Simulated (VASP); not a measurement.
# HfSiO4: single point with PBEsol

The system is HfSiO4.

```
Hf Si O
1.0
    -3.29101    3.29101    2.98307
     3.29101   -3.29101    2.98307
     3.29101    3.29101   -2.98307
Hf Si O
2 2 8
Direct
  0.00000 0.00000 0.00000
  0.75000 0.25000 0.50000
  0.25000 0.75000 0.50000
  0.50000 0.50000 0.00000
  0.13333 0.31813 0.81521
  0.06813 0.75292 0.68479
  0.06813 0.38333 0.31521
  0.50292 0.31813 0.18479
  0.68187 0.49708 0.81521
  0.61667 0.93187 0.68479
  0.24708 0.93187 0.31521
  0.68187 0.86667 0.18479
```

```
Program             : VASP 6.6.1
Task                : single point
Functional          : PBEsol
Potentials or basis : VASP PAW PBE potentials, release 64 (Hf_pv, Si, O)
Cutoff              : 520 eV
k mesh              : 6 × 6 × 6
Occupations         : gaussian, width 0.02 eV
Spin                : no spin polarisation
```

```yaml
Pressure: -1.3 GPa
Largest_force: 0.230 eV/Å
Band_gap_on_the_k_mesh: 5.34 eV (least direct gap 5.69 eV)
```

Forces in eV/Å, atoms in the order of the input:
```
Hf   0.000  0.000  0.000
Hf   0.000  0.000  0.000
Si   0.000  0.000  0.000
Si   0.000  0.000  0.000
O    0.000 -0.162 -0.162
O    0.162  0.000 -0.162
O   -0.162  0.000 -0.162
O    0.000  0.162 -0.162
O   -0.162  0.000  0.162
O    0.000  0.162  0.162
O    0.000 -0.162  0.162
O    0.162  0.000  0.162
```

Stress tensor (GPa, compression positive):
```
-1.49  0.00  0.00
 0.00 -1.49  0.00
 0.00  0.00 -0.99
```

Levels at points of the mesh, in eV from the valence-band top:
```
           k point  band 34  band 35  band 36  band 37  band 38  band 39  band 40  band 41  band 42  band 43
(0.00, 0.00, 0.00)    -0.66    -0.58    -0.58    -0.55     0.00     5.73     6.00     6.06     6.18     6.18
(0.50, 0.00, 0.00)    -1.14    -0.97    -0.83    -0.26    -0.20     5.62     5.77     6.55     6.73     6.83
(0.50, 0.50, 0.00)    -1.00    -0.93    -0.93    -0.61    -0.61     5.34     5.34     6.48     6.48     6.51
(0.50, 0.50, 0.50)    -1.34    -1.11    -1.11    -0.88    -0.88     6.23     6.23     6.52     6.52     6.72
```

Run time: 5.2 min on 1 thread of Intel Xeon 8259CL, on a shared host, peak memory 0.35 GiB.

Caveat: the PAW data sets were made with another functional, which shifts forces and pressure a little; spin-orbit coupling is left out, which moves the levels of the heavy elements. A k mesh can miss the band edges.
